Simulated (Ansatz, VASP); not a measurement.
**MgCd2TeSe2: VASP beside Ansatz**

File INCAR:

```
SYSTEM = MgCd2TeSe2
ALGO = Normal ; EDIFF = 1E-7
ENCUT = 520 ; GGA = PE
ISIF = 2 ; ISMEAR = 0
LASPH = .TRUE. ; LCHARG = .TRUE.
LELF = .TRUE. ; LREAL = .FALSE.
LVHAR = .TRUE. ; LWAVE = .FALSE.
NBANDS = 31 ; NELM = 80
PREC = Accurate ; SIGMA = 0.1
```

File KPOINTS:

```
k-points
0
G
  6 6 2
  0 0 0
```

The input POSCAR:

```
MgCd2TeSe2
1.0
    4.3727446100      0.0000000000      0.0000000000
   -2.1863723000      3.7869079200      0.0000000000
    0.0000000000      0.0000000000      9.7492409300
Mg Cd Te Se
1 2 1 2
Direct
    0.0000000000      0.0000000000      0.5000000000
    0.3333333300      0.6666666700      0.9773173400
    0.6666666700      0.3333333300      0.0226826600
    0.0000000000      0.0000000000      0.0000000000
    0.0000000000      0.0000000000      0.7830083600
    0.0000000000      0.0000000000      0.2169916400
```

Input for Ansatz:

```yaml
crystal:
  lattice:
    - [4.37274461, 0.0, 0.0]
    - [-2.1863723, 3.78690792, 0.0]
    - [0.0, 0.0, 9.74924093]
  atoms:
    - { symbol: Mg, position: [0.0, 0.0, 0.5] }
    - { symbol: Cd, position: [0.33333333, 0.66666667, 0.97731734] }
    - { symbol: Cd, position: [0.66666667, 0.33333333, 0.02268266] }
    - { symbol: Te, position: [0.0, 0.0, 0.0] }
    - { symbol: Se, position: [0.0, 0.0, 0.78300836] }
    - { symbol: Se, position: [0.0, 0.0, 0.21699164] }
basis:
  ecutwfc: 420
kpoints:
  mp_grid: { grid: [6, 6, 2] }
hamiltonian:
  xc: pbe
scf:
  occupations: { method: gaussian, width: 0.1 }
  lower_state_search: "off"
output:
  forces: true
  stress: true
  eigenvalues: true
```

Alike in both runs: task single point; functional PBE; k mesh 6 × 6 × 2; occupations gaussian, width 0.1 eV; no spin polarisation.

|  | VASP | Ansatz |
| --- | --- | --- |
| version | VASP 6.6.1 | Ansatz 0.2.0 |
| potentials or method | VASP PAW PBE potentials, release 64 (Mg, Cd, Te, Se), cutoff 520 eV | scalar-relativistic, plane waves, PAW |
| valence electrons in the cell | 44 | 98 |

|  | VASP | Ansatz | Ansatz less VASP |
| --- | --- | --- | --- |
| gap on the k mesh at the Fermi level (eV) | none | none | - |
| rms of the force components (eV/Å) | 4.733 | 4.654 | -0.0789 |

Atom by atom the forces differ by 0.079 eV/Å (rms over components). A gap of «none» marks a metal or a gap that the smearing closes. VASP's potentials hold 44 valence electrons a cell and Ansatz's 98, so a difference there can come from the potentials and not from the codes.

Spin-orbit coupling is off throughout.
